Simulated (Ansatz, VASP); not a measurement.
Ir in VASP and in Ansatz

```
Ir
1.0
     0.00000    1.92224    1.92224
     1.92224    0.00000    1.92224
     1.92224    1.92224    0.00000
Ir
1
Direct
  0.00000 0.00000 0.00000
```

Alike in both runs: functional r2SCAN; k mesh 10 × 10 × 10; occupations gaussian, width 0.1 eV; no spin polarisation.

Ansatz relaxed the structure, and its values are those at the end. VASP's run is a single point on that final structure, the one shown.

|  | VASP | Ansatz |
| --- | --- | --- |
| version | VASP 6.6.1 | Ansatz 0.2.0 |
| potentials or method | VASP PAW PBE potentials, release 64 (Ir_sv_GW), cutoff 550 eV | scalar-relativistic, plane waves, PAW |
| valence electrons in the cell | 17 | 17 |

```tsv
	VASP	Ansatz	Ansatz less VASP
gap on the k mesh at the Fermi level (eV)	none	none	-
pressure (GPa)	-2.2	0.0	+2.15
```

VASP's potentials were made for PBE, not for r2SCAN. A gap of «none» marks a metal or a gap that the smearing closes.

Spin-orbit coupling is off throughout.
